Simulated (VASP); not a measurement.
# In7GaP8 (a cell with a defect) in VASP: single point with PBE

Aim: the single point of In7GaP8 (a cell with a defect) with PBE.

All numbers are computed with VASP 6.6.1; they aren't measurements. Logs are shortened: lines on timing, memory, paths and dates and some standing lists are left out, and cuts for length are marked.

## 1. The cell of the first run

The cell holds a defect, 16 atoms: a = 8.428 Å, b = 8.428 Å, c = 8.428 Å, α = 60.00°, β = 60.00°, γ = 60.00°.

## 2. Single point, PBE, collinear spin

INCAR

```
SYSTEM = In7GaP8
PREC     = Accurate       ! precision mode
ENCUT    = 520            ! plane-wave cutoff, eV
EDIFF    = 1E-6           ! SCF threshold, eV
ISMEAR   = 0              ! smearing method
SIGMA    = 0.02           ! smearing width, eV
LREAL    = Auto         
LASPH    = .TRUE.         ! aspherical terms in the spheres
NELM     = 150            ! most SCF steps
ALGO     = Fast           ! electronic algorithm
ISIF     = 2              ! what is computed and relaxed
LWAVE    = .FALSE.        ! write WAVECAR
LCHARG   = .FALSE.        ! write CHGCAR
ISPIN    = 2              ! spin polarisation
MAGMOM   = 0.2 0 0 0 0 0 0 0 0.2 0 0 0 0.2 0.2 0.2 0 ! initial moments
LORBIT   = 11             ! projections on sites
GGA      = PE             ! functional
NELECT   = 145.0        
NBANDS   = 90             ! bands
```

KPOINTS

```
Automatic mesh
0
G
  4 4 4
  0 0 0
```

POSCAR

```
In7GaP8
1.0
    0.0000000000      5.9597880289     -5.9597880289
    5.9597880289      5.9597880289      0.0000000000
    5.9597880289      0.0000000000     -5.9597880289
Ga In P
1 7 8
Direct
    0.5000000000      0.5000000000      0.0000000000
    0.4988380035      0.0011619965     -0.0011619965
    1.0011619965      0.4988380035     -0.0011619965
    1.0011619965      0.0011619965     -0.0011619965
    0.4988380035      0.4988380035      0.5011619965
    0.4988380035      0.0011619965      0.5011619965
    1.0011619965      0.4988380035      0.5011619965
    1.0000000000      0.0000000000      0.5000000000
    0.3802241924      0.3802241924      0.3593274227
    0.3752490608      0.8749169797      0.3749169797
    0.8749169797      0.3752490608      0.3749169797
    0.8749169797      0.8749169797      0.3749169797
    0.3802241924      0.3802241924      0.8802241924
    0.3802241924      0.8593274227      0.8802241924
    0.8593274227      0.3802241924      0.8802241924
    0.8749169797      0.8749169797      0.8752490608
```

Potentials or basis: VASP PAW PBE potentials, release 64 (Ga_d, In_d, P).

Run with:

```sh
cat potpaw_PBE.64/Ga_d/POTCAR potpaw_PBE.64/In_d/POTCAR potpaw_PBE.64/P/POTCAR > POTCAR
mpirun -np 1 vasp_std > vasp.out
```

OUTCAR:

```text
SYSTEM = In7GaP8
   PREC = Accurate
   ENCUT = 520
   EDIFF = 1E-6
   ISMEAR = 0
   LREAL = Auto
   LASPH = .TRUE.
   NELM = 150
   ISIF = 2
   ISPIN = 2
   LORBIT = 11
   GGA = PE
   NELECT = 145.0

 ion  position               nearest neighbor table
   1  0.500  0.500  0.000-   9 2.47  14 2.47  15 2.47  13 2.47
   2  0.499  0.001  0.999-  10 2.59  16 2.59  13 2.61  14 2.61
   3  0.001  0.499  0.999-  11 2.59  16 2.59  13 2.61  15 2.61
   4  0.001  0.001  0.999-  12 2.59  16 2.59  15 2.61  14 2.61
   5  0.499  0.499  0.501-  10 2.59  11 2.59  13 2.61   9 2.61
   6  0.499  0.001  0.501-  12 2.59  10 2.59   9 2.61  14 2.61
[... 8 lines left out ...]
  15  0.859  0.380  0.880-   1 2.47   4 2.61   7 2.61   3 2.61
  16  0.875  0.875  0.875-   8 2.58   3 2.59   2 2.59   4 2.59

  LATTYP: Found a face centered cubic cell.
 ALAT       =    11.9195760578

  Lattice vectors:

 A1 = (   0.0000000000,   5.9597880289,  -5.9597880289)
 A2 = (   5.9597880289,   5.9597880289,   0.0000000000)
 A3 = (   5.9597880289,   0.0000000000,  -5.9597880289)

Analysis of symmetry for initial positions (statically):
=====================================================================
 Subroutine PRICEL returns:
 Original cell was already a primitive cell.

 Routine SETGRP: Setting up the symmetry group for a
 face centered cubic supercell.

 Subroutine GETGRP returns: Found 24 space group operations
 (whereof  4 operations were pure point group operations)
 out of a pool of 48 trial point group operations.

The static configuration has the point symmetry C_2v.
 The point group associated with its full space group is T_d .

Analysis of symmetry for dynamics (positions and initial velocities):
=====================================================================
 Subroutine PRICEL returns:
 Original cell was already a primitive cell.

 Routine SETGRP: Setting up the symmetry group for a
 face centered cubic supercell.

 Subroutine GETGRP returns: Found 24 space group operations
 (whereof  4 operations were pure point group operations)
 out of a pool of 48 trial point group operations.

The dynamic configuration has the point symmetry C_2v.
 The point group associated with its full space group is T_d .

Analysis of structural, dynamic, and magnetic symmetry:
=====================================================================
 Subroutine PRICEL returns:
 Original cell was already a primitive cell.

 Routine SETGRP: Setting up the symmetry group for a
 face centered cubic supercell.

 Subroutine GETGRP returns: Found 24 space group operations
[... 162 lines left out ...]
  ---------------------------------------------------
  free energy    TOTEN  =       -61.95781136 eV

  energy without entropy =      -61.95661214  energy(sigma->0) =      -61.95721175

 E-fermi :   6.0917     XC(G=0):  -9.0843

 val. band max:        6.0908119544   @ k =   0.2500   0.2500   0.0000
 cond. band min:       6.1608119218   @ k =   0.0000   0.0000   0.0000
 fundamental gap:      0.0699999674
 Fermi energy:         6.0916851563

 spin component 1

 k-point     1 :       0.0000    0.0000    0.0000
  band No.  band energies     occupation
      1      -9.9955      1.00000
      2      -9.9955      1.00000
      3      -9.9955      1.00000
      4      -9.9240      1.00000
      5      -9.9240      1.00000
      6      -9.8223      1.00000
[... 685 lines left out ...]
     83       7.9077      0.00000
     84       7.9571      0.00000
 Fermi energy:         6.0916851563

 spin component 2

 k-point     1 :       0.0000    0.0000    0.0000
  band No.  band energies     occupation
      1      -9.9955      1.00000
      2      -9.9955      1.00000
      3      -9.9955      1.00000
      4      -9.9240      1.00000
      5      -9.9240      1.00000
      6      -9.8223      1.00000
[... 685 lines left out ...]
     83       7.9077      0.00000
     84       7.9571      0.00000
 [bands above 84 left out]

------------------------ aborting loop because EDIFF is reached ----------------------------------------

  FORCE on cell =-STRESS in cart. coord.  units (eV):
  Direction    XX          YY          ZZ          XY          YZ          ZX
  --------------------------------------------------------------------------------------
  -------------------------------------------------------------------------------------
  Total        8.4346672      8.4346672      8.4346672      0.0000000     -0.0000000      0.0000000
  in kB       31.9195014     31.9195014     31.9195014      0.0000000     -0.0000000      0.0000000
  external PRESSURE =      31.9195014 kB  Pullay stress =       0.0000000 kB

 VOLUME and BASIS-vectors are now :
 -----------------------------------------------------------------------------
  energy-cutoff  :      520.00
  volume of cell :      423.37
      direct lattice vectors                 reciprocal lattice vectors
     0.000000000  5.959788029 -5.959788029    -0.083895601  0.083895601 -0.083895601
     5.959788029  5.959788029  0.000000000     0.083895601  0.083895601  0.083895601
     5.959788029  0.000000000 -5.959788029     0.083895601 -0.083895601 -0.083895601

 POSITION                                       TOTAL-FORCE (eV/Angst)
 -----------------------------------------------------------------------------------
      2.97989      5.95979     -2.97989         0.000000     -0.000000      0.000000
      5.95979      2.97989     -8.92583         0.000000     -0.000000     -0.016084
      8.92583      2.97989     -5.95979         0.016084     -0.000000      0.000000
      5.95979      0.01385     -5.95979         0.000000     -0.016084      0.000000
      5.95979      5.94594     -5.95979         0.000000      0.016084      0.000000
      2.99374      2.97989     -5.95979        -0.016084     -0.000000      0.000000
[... 8 lines left out ...]
      7.51201      7.38746    -10.36736        -0.002639      0.002639     -0.002639
     10.43062     10.42864    -10.43062        -0.000114      0.000114      0.000114
 -----------------------------------------------------------------------------------
    total drift:                               -0.000002     -0.000002      0.000002

  FREE ENERGIE OF THE ION-ELECTRON SYSTEM (eV)
  ---------------------------------------------------
  free  energy   TOTEN  =       -61.9578113594 eV

  energy  without entropy=      -61.9566121360  energy(sigma->0) =      -61.95721175

 total charge

# of ion       s       p       d       tot
------------------------------------------
    1        0.906   0.693   9.988  11.588
    2        0.850   0.707   9.890  11.448
    3        0.850   0.707   9.890  11.448
    4        0.850   0.707   9.890  11.448
    5        0.850   0.707   9.890  11.448
    6        0.850   0.707   9.890  11.448
[... 8 lines left out ...]
   15        1.054   1.446   0.000   2.500
   16        1.049   1.469   0.000   2.517
--------------------------------------------------
tot         15.270  17.319  79.224 111.813

 magnetization (x)

# of ion       s       p       d       tot
------------------------------------------
    1        0.000  -0.000  -0.000  -0.000
    2       -0.000  -0.000   0.000  -0.000
    3       -0.000  -0.000   0.000  -0.000
    4       -0.000  -0.000   0.000  -0.000
    5       -0.000  -0.000   0.000  -0.000
    6       -0.000  -0.000   0.000  -0.000
[... 8 lines left out ...]
   15        0.000   0.000   0.000   0.000
   16       -0.000  -0.000   0.000  -0.000
--------------------------------------------------
tot          0.000   0.000   0.000   0.000
```

OSZICAR:

```text
N       E                     dE             d eps       ncg     rms          rms(c)
DAV:   1     0.158706551784E+04    0.15871E+04   -0.61720E+04  2920   0.188E+03
DAV:   2     0.230776991730E+03   -0.13563E+04   -0.13142E+04  2888   0.534E+02
[... 19 lines left out ...]
RMM:  22    -0.619578350889E+02   -0.40415E-05   -0.17390E-05  3146   0.114E-02    0.513E-01
RMM:  23    -0.619578249967E+02    0.10092E-04   -0.16217E-05  3335   0.102E-02    0.365E-01
RMM:  24    -0.619578211063E+02    0.38904E-05   -0.82978E-06  3021   0.101E-02    0.269E-01
RMM:  25    -0.619578187027E+02    0.24036E-05   -0.57566E-06  2745   0.706E-03    0.213E-01
RMM:  26    -0.619578136145E+02    0.50881E-05   -0.49690E-06  2635   0.958E-03    0.910E-02
RMM:  27    -0.619578117339E+02    0.18806E-05   -0.33520E-06  2453   0.706E-03    0.373E-02
RMM:  28    -0.619578113594E+02    0.37452E-06   -0.17007E-06  2330   0.586E-03
   1 F= -.61957811E+02 E0= -.61957212E+02  d E =-.119922E-02  mag=    -0.0000
```

Run time: 57 min. Hardware: 1 thread of Oxide Virtual Turin-like, shared host; peak memory 0.97 GiB.

What came out:

- Free energy: -61.9578 eV
- Largest force: 0.016 eV/Å
- Net moment: 0.00 μB per cell
- Valence electrons inside the program's atomic spheres: Ga 11.59; In 11.45, 11.47 (each value once); P 2.50, 2.52 (each value once)

Forces in eV/Å, atoms in the order of the input:
```
Ga   0.000  0.000  0.000
In   0.000  0.000 -0.016
In   0.016  0.000  0.000
In   0.000 -0.016  0.000
In   0.000  0.016  0.000
In  -0.016  0.000  0.000
In   0.000  0.000  0.016
In   0.000  0.000  0.000
P    0.003 -0.003 -0.003
P    0.000  0.000  0.000
P    0.000  0.000  0.000
P    0.000  0.000  0.000
P   -0.003 -0.003  0.003
P    0.003  0.003  0.003
P   -0.003  0.003 -0.003
P    0.000  0.000  0.000
```

Caveat: the cell carries a net charge on a neutralising background, which shifts energy and pressure; the cell is charged against a uniform background, so pressure and absolute levels hang on convention; spin-orbit coupling is left out, which moves the levels of the heavy elements.
